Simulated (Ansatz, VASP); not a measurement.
## One calculation of BaTiO3, two programs

```
Ba Ti O
1.0
     3.97533    0.00000    0.00000
     0.00000    3.97533    0.00000
     0.00000    0.00000    3.97533
Ba Ti O
1 1 3
Cartesian
  0.0000 0.0000 0.0000
  1.9877 1.9877 1.9877
  0.0000 1.9877 1.9877
  1.9877 0.0000 1.9877
  1.9877 1.9877 0.0000
```

Alike in both runs: task single point; functional PBE; k mesh 4 × 4 × 4; occupations gaussian, width 0.1 eV; no spin polarisation.

```csv
,VASP,Ansatz
version,VASP 6.6.1,Ansatz 0.2.0
potentials or method,"VASP PAW PBE potentials, release 64 (Ba_sv, Ti_sv, O), cutoff 600 eV","scalar-relativistic, plane waves, PAW"
valence electrons in the cell,40,40
```

Ansatz gave:

| Quantity | Value |
| --- | --- |
| gap on the k mesh at the Fermi level (eV) | 1.84 |
| least direct gap on the mesh (eV) | 1.92 |
| pressure (GPa) | 5.8 |

Q: What did VASP give for the same quantities?

A: gap on the k mesh at the Fermi level (eV): 1.77; least direct gap on the mesh (eV): 1.89; pressure (GPa): 7.6.

Spin-orbit coupling is off throughout.
